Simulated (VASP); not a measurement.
# GaN (P6_3mc) in VASP: further runs, part 2 of 2

VASP 6.6.1.

### 3 Single point, PBEsol (11.54 Å³/atom)

This run uses another cell than the first one, of 11.54 Å³/atom.

File INCAR:

```
SYSTEM = GaN
ALGO     = Normal         ! electronic algorithm
EDIFF    = 1E-6           ! SCF threshold, eV
ENCUT    = 600            ! plane-wave cutoff, eV
GGA      = PS             ! functional
GGA_COMPAT= .False.      
ISIF     = 2              ! what is computed and relaxed
ISMEAR   = 0              ! smearing method
LASPH    = .True.         ! aspherical terms in the spheres
LCHARG   = .False.        ! write CHGCAR
LREAL    = .False.        ! projectors in reciprocal space
LWAVE    = .False.        ! write WAVECAR
NBANDS   = 26             ! bands
NELM     = 120            ! most SCF steps
PREC     = Accurate       ! precision mode
SIGMA    = 0.01           ! smearing width, eV
```

File KPOINTS:

```
k-points
0
Gamma
  6 6 4
  0 0 0
```

File POSCAR:

```
GaN
1.0
    3.1984085579      0.0000000000      0.0000000000
   -1.5992042790      2.7699030628      0.0000000000
    0.0000000000      0.0000000000      5.2112086912
Ga N
2 2
Direct
    0.3333333333      0.6666666667     -0.0008315640
    0.6666666667      0.3333333333      0.4991684360
    0.3333333333      0.6666666667      0.3758315640
    0.6666666667      0.3333333333      0.8758315640
```

Potentials or basis: VASP PAW PBE potentials, release 64 (Ga_d, N).

On the command line:

```bash
> cat potpaw_PBE.64/Ga_d/POTCAR potpaw_PBE.64/N/POTCAR > POTCAR
> mpirun -np 1 vasp_std > vasp.out
```

OUTCAR:

```text
SYSTEM = GaN
   EDIFF = 1E-6
   ENCUT = 600
   GGA = PS
   ISIF = 2
   ISMEAR = 0
   LASPH = .True.
   LREAL = .False.
   NELM = 120
   PREC = Accurate

 ion  position               nearest neighbor table
   1  0.333  0.667  0.999-   4 1.96   4 1.96   4 1.96   3 1.96
   2  0.667  0.333  0.499-   3 1.96   3 1.96   3 1.96   4 1.96
   3  0.333  0.667  0.376-   2 1.96   2 1.96   2 1.96   1 1.96
   4  0.667  0.333  0.876-   1 1.96   1 1.96   1 1.96   2 1.96

  LATTYP: Found a hexagonal cell.
 ALAT       =     3.1984085579
 C/A-ratio  =     1.6293130152

  Lattice vectors:

 A1 = (   3.1984085579,   0.0000000000,   0.0000000000)
 A2 = (  -1.5992042790,   2.7699030628,   0.0000000000)
 A3 = (   0.0000000000,   0.0000000000,   5.2112086912)

Analysis of symmetry for initial positions (statically):
=====================================================================
 Subroutine PRICEL returns:
[... 168 lines left out ...]
  ext. energy  EPLUGINS =         0.00000000
  ---------------------------------------------------
  free energy    TOTEN  =       -26.26108390 eV

  energy without entropy =      -26.26108390  energy(sigma->0) =      -26.26108390

 E-fermi :   5.1362     XC(G=0): -11.8480

 val. band max:        5.0762874403   @ k =   0.0000   0.0000   0.0000
 cond. band min:       6.8707502794   @ k =   0.0000   0.0000   0.0000
 fundamental gap:      1.7944628391
 Fermi energy:         5.1362148770

 k-point     1 :       0.0000    0.0000    0.0000
  band No.  band energies     occupation
      1     -10.8136      2.00000
      2      -9.8947      2.00000
      3      -8.3184      2.00000
      4      -8.3030      2.00000
      5      -8.3030      2.00000
      6      -8.2431      2.00000
[... 598 lines left out ...]
     25      18.8556      0.00000
     26      18.8558      0.00000

------------------------ aborting loop because EDIFF is reached ----------------------------------------

  FORCE on cell =-STRESS in cart. coord.  units (eV):
  Direction    XX          YY          ZZ          XY          YZ          ZX
  --------------------------------------------------------------------------------------
  -------------------------------------------------------------------------------------
  Total       -0.8933453     -0.8933453     -0.9049892      0.0000000      0.0000000      0.0000000
  in kB      -31.0022313    -31.0022313    -31.4063176      0.0000000      0.0000000      0.0000000
  external PRESSURE =     -31.1369267 kB  Pullay stress =       0.0000000 kB

 VOLUME and BASIS-vectors are now :
 -----------------------------------------------------------------------------
  energy-cutoff  :      600.00
  volume of cell :       46.17
      direct lattice vectors                 reciprocal lattice vectors
     3.198408558  0.000000000  0.000000000     0.312655492  0.180511732  0.000000000
    -1.599204279  2.769903063  0.000000000     0.000000000  0.361023464  0.000000000
     0.000000000  0.000000000  5.211208691     0.000000000  0.000000000  0.191894061

 POSITION                                       TOTAL-FORCE (eV/Angst)
 -----------------------------------------------------------------------------------
     -0.00000      1.84660      5.20688         0.000000      0.000000     -0.000469
      1.59920      0.92330      2.60127        -0.000000     -0.000000     -0.000469
     -0.00000      1.84660      1.95854         0.000000     -0.000000      0.000469
      1.59920      0.92330      4.56414        -0.000000      0.000000      0.000469
 -----------------------------------------------------------------------------------
    total drift:                               -0.000000      0.000000     -0.000237

  FREE ENERGIE OF THE ION-ELECTRON SYSTEM (eV)
  ---------------------------------------------------
  free  energy   TOTEN  =       -26.2610838964 eV

  energy  without entropy=      -26.2610838964  energy(sigma->0) =      -26.26108390
```

Wall time 1.7 min (1 thread of Intel Xeon 8259CL, shared host); peak memory 0.18 GiB.

What came out:

* Free energy: -26.2611 eV
* Pressure: -3.1 GPa
* Band gap on the k mesh: 1.79 eV

Levels at points of the mesh, in eV from the valence-band top:
```
           k point  band 14  band 15  band 16  band 17  band 18  band 19  band 20  band 21  band 22  band 23
(0.00, 0.00, 0.00)    -1.03    -1.03    -0.04     0.00     0.00     1.79     4.11     9.03     9.73     9.73
(0.50, 0.00, 0.00)    -5.30    -4.20    -2.73    -2.21    -1.00     4.90     5.43     5.91     8.45    10.18
(0.00, 0.00, 0.50)    -3.86    -0.53    -0.53    -0.53    -0.53     4.12     4.12     8.30     8.30    10.25
(0.50, 0.00, 0.50)    -6.61    -1.94    -1.94    -1.89    -1.89     4.26     4.26     7.61     7.61     9.79
```

Caveat: the cell stands under tension; the PAW data sets were made with another functional, which shifts forces and pressure a little.

### 4 Relaxation of the atoms, PBEsol (11.20 Å³/atom)

File INCAR:

```
ALGO = Normal
EDIFF = 1E-7
EDIFFG = -0.002
ENCUT = 520
GGA = PS
GGA_COMPAT = F
IBRION = 2
ISIF = 2
ISMEAR = 0
LASPH = T
LCHARG = F
LREAL = F
LWAVE = F
NELM = 120
NELMIN = 4
NSW = 100
PREC = Accurate
SIGMA = 0.01
```

File KPOINTS:

```
k-points
0
Gamma
  6 6 4
```

File POSCAR:

```
GaN
1.0
    3.1665814858      0.0000000000      0.0000000000
   -1.5832907429      2.7423400098      0.0000000000
    0.0000000000      0.0000000000      5.1593524283
Ga N
2 2
Direct
    0.3333333333      0.6666666667     -0.0008061558
    0.6666666667      0.3333333333      0.4991938442
    0.3333333333      0.6666666667      0.3758061558
    0.6666666667      0.3333333333      0.8758061558
```

On the command line:

```bash
> cat potpaw_PBE.64/Ga_d/POTCAR potpaw_PBE.64/N/POTCAR > POTCAR
> mpirun -np 1 vasp_std > vasp.out
```

It took 55 s on 1 thread of Intel Xeon 8259CL, shared host; peak memory 0.17 GiB.

The run converged. Its results:

- Free energy: -26.2583 eV
- Energy gained by relaxing: 0.0 meV/atom
- Ionic steps: 2
- Pressure after relaxing: 2.7 GPa
- Band gap on the k mesh: 1.99 eV

Final structure:
```
Ga N
1.0
     3.16658    0.00000    0.00000
    -1.58329    2.74234    0.00000
     0.00000    0.00000    5.15935
Ga N
2 2
Cartesian
  0.0000 1.8282 5.1553
  1.5833 0.9141 2.5756
  0.0000 1.8282 1.9388
  1.5833 0.9141 4.5185
```

Levels at points of the mesh, in eV from the valence-band top:
```tsv
k point	band 14	band 15	band 16	band 17	band 18	band 19	band 20	band 21	band 22
(0.00, 0.00, 0.00)	-1.07	-1.07	-0.05	0.00	0.00	1.99	4.31	9.20	9.90
(0.50, 0.00, 0.00)	-5.41	-4.34	-2.84	-2.30	-1.03	4.99	5.60	5.99	8.70
(0.00, 0.00, 0.50)	-3.91	-0.55	-0.55	-0.55	-0.55	4.31	4.31	8.46	8.46
(0.50, 0.00, 0.50)	-6.77	-2.01	-2.01	-1.96	-1.96	4.35	4.35	7.80	7.80
```

Caveat: the PAW data sets were made with another functional, which shifts forces and pressure a little.

### 5 Relaxation of the atoms, PBEsol (11.54 Å³/atom)

This run uses another cell than the first one, of 11.54 Å³/atom.

File INCAR:

```
SYSTEM = GaN
PREC = Accurate
ENCUT = 520
EDIFF = 1E-7
ISMEAR = 0
SIGMA = 0.01
LREAL = .False.
LASPH = .True.
NELM = 120
ALGO = Normal
ISIF = 2
LWAVE = .False.
LCHARG = .False.
GGA = PS
IBRION = 2
NSW = 100
EDIFFG = -0.002
GGA_COMPAT = .False.
NELMIN = 4
```

File KPOINTS:

```
regular mesh
0
Gamma
  6 6 4
  0 0 0
```

File POSCAR:

```
GaN
1.0
    3.1984085579      0.0000000000      0.0000000000
   -1.5992042790      2.7699030628      0.0000000000
    0.0000000000      0.0000000000      5.2112086912
Ga N
2 2
Direct
    0.3333333333      0.6666666667     -0.0008061558
    0.6666666667      0.3333333333      0.4991938442
    0.3333333333      0.6666666667      0.3758061558
    0.6666666667      0.3333333333      0.8758061558
```

On the command line:

```bash
> cat potpaw_PBE.64/Ga_d/POTCAR potpaw_PBE.64/N/POTCAR > POTCAR
> mpirun -np 1 vasp_std > vasp.out
```

Run time: 62 s. Hardware: 1 thread of Intel Xeon 8259CL, shared host; peak memory 0.17 GiB.

The run converged. Its results:

```yaml
Free_energy: -26.2574 eV
Energy_gained_by_relaxing: 0.0 meV/atom
Ionic_steps: 2
Pressure_after_relaxing: -2.9 GPa
Band_gap_on_the_k_mesh: 1.79 eV
```

Final structure:
```
Ga N
1.0
     3.19841    0.00000    0.00000
    -1.59920    2.76990    0.00000
     0.00000    0.00000    5.21121
Ga N
2 2
Direct
  0.33333 0.66667 0.99916
  0.66667 0.33333 0.49916
  0.33333 0.66667 0.37584
  0.66667 0.33333 0.87584
```

Levels at points of the mesh, in eV from the valence-band top:
```tsv
k point	band 16	band 17	band 18	band 19	band 20	band 21
(0.00, 0.00, 0.00)	-0.04	0.00	0.00	1.79	4.11	9.03
(0.50, 0.00, 0.00)	-2.73	-2.21	-1.00	4.90	5.43	5.91
(0.00, 0.00, 0.50)	-0.53	-0.53	-0.53	4.12	4.12	8.30
(0.50, 0.00, 0.50)	-1.94	-1.89	-1.89	4.26	4.26	7.61
```

Caveat: the PAW data sets were made with another functional, which shifts forces and pressure a little.

### 6 Summary

| task | cell | cutoff (eV) | gap on the mesh (eV) | pressure (GPa) |
| --- | --- | --- | --- | --- |
| single point | a = 3.167, b = 3.167, c = 5.159 Å, angles 90.0, 90.0, 120.0°, 4 atoms | 600 | 1.99 | 2.6 |
| single point | a = 3.198, b = 3.198, c = 5.211 Å, angles 90.0, 90.0, 120.0°, 4 atoms | 600 | 1.79 | -3.1 |
| relaxation of the atoms | atoms relaxed from a = 3.167, b = 3.167, c = 5.159 Å, angles 90.0, 90.0, 120.0°, 4 atoms | 520 | 1.99 | 2.7 |
| relaxation of the atoms | atoms relaxed from a = 3.198, b = 3.198, c = 5.211 Å, angles 90.0, 90.0, 120.0°, 4 atoms | 520 | 1.79 | -2.9 |

Alike in all rows: level PBEsol; potentials or basis VASP PAW PBE potentials, release 64 (Ga_d, N); no spin polarisation; k mesh 6 × 6 × 4; smearing gaussian 0.01 eV.

Caveats: the PAW data sets were made with another functional, which shifts forces and pressure a little; the cell stands under tension (at least some runs).

Absolute energies hang on the potentials; compare differences alone.
